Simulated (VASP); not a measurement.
Set up this calculation in VASP 6.6.1, as the native input.

| Item | Value |
| --- | --- |
| Task | single point |
| Functional | PBE |
| Potentials or basis | VASP PAW PBE potentials, release 64 (Zr_sv, Si, O) |
| Cutoff | 520 eV |
| k mesh | 4 × 4 × 4 |
| Occupations | gaussian, width 0.02 eV |
| Spin | no spin polarisation |
| Dipole correction | no |
| Further INCAR settings | ALGO = Normal; EDIFF = 1e-06; NBANDS = 48 |

The structure of ZrSi3O8 lies in POSCAR:

```
ZrSi3O8
1.0
    3.7632118877     -3.8309161048     -0.0003043822
    3.7632118877      3.8309161048     -0.0003043822
   -0.0038859409      0.0000000000      7.6155906323
Zr Si O
1 3 8
Direct
    0.4798894951      0.5201105049      0.0000000000
    0.9751639082      0.4760642587      0.7303488775
    0.5239357413      0.0248360918      0.2696511225
    0.0230690504      0.9769309496      0.5000000000
    0.0420240498      0.2398605982      0.6057903200
    0.5316661736      0.8576887329      0.0902641357
    0.1423112671      0.4683338264      0.9097358643
    0.7601394018      0.9579759502      0.3942096800
    0.0377575338      0.7393355560      0.6316425738
    0.5378912653      0.3148632120      0.2086817257
    0.6851367880      0.4621087347      0.7913182743
    0.2606644440      0.9622424662      0.3683574262
```

The input as run:

INCAR

```
PREC = Accurate
ENCUT = 520
EDIFF = 1E-6
ISMEAR = 0
SIGMA = 0.02
LREAL = False
LASPH = True
NELM = 100
ALGO = Normal
ISIF = 2
LWAVE = False
LCHARG = False
GGA = PE
NBANDS = 48
```

KPOINTS

```
regular mesh
0
Gamma
  4 4 4
```

Potentials or basis: VASP PAW PBE potentials, release 64 (Zr_sv, Si, O).

The run is started by

```bash
$ cat potpaw_PBE.64/Zr_sv/POTCAR potpaw_PBE.64/Si/POTCAR potpaw_PBE.64/O/POTCAR > POTCAR
$ mpirun -np 1 vasp_std > vasp.out
```

It gave:

The pressure is 0.1 GPa. The largest force is 0.043 eV/Å and the band gap on the k mesh is 5.18 eV, direct.

It took 9.9 min on 1 thread of AMD EPYC 7R13 (shared host), peak memory 0.39 GiB.
